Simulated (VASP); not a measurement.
Runs of VASP 6.6.1 on MgS. The structure is that of space group P4_12_12 (No. 92), or close to it. The cells are those of the table. 

```csv
task,cell,k mesh,smearing,k mesh for the DOS,occupations for the DOS,gap on the mesh (eV),pressure (GPa),largest force (eV/Å)
single point,"a = 6.968, b = 6.968, c = 3.693 Å, 8 atoms",4 × 4 × 6,gaussian 0.02 eV,-,-,2.84,-0.2,-
single point,"a = 3.693, b = 6.968, c = 6.968 Å, 8 atoms",4 × 2 × 2,gaussian 0.1 eV,-,-,2.84,-0.1,0.01
single point,"a = 6.812, b = 6.812, c = 3.632 Å, 8 atoms",4 × 4 × 6,gaussian 0.02 eV,-,-,(b),3.8,0.01
single point,"a = 7.211, b = 7.211, c = 3.792 Å, 8 atoms",4 × 4 × 6,gaussian 0.02 eV,-,-,2.40,(a),-
```

Alike in all rows: level PBE; potentials or basis VASP PAW PBE potentials, release 64 (Mg, S); no spin polarisation; cutoff (eV) 520.

Estimate the missing entries.

(a) -4.6; (b) 3.13.

Caveats: some runs use coarse meshes.

A k mesh can miss the band edges.
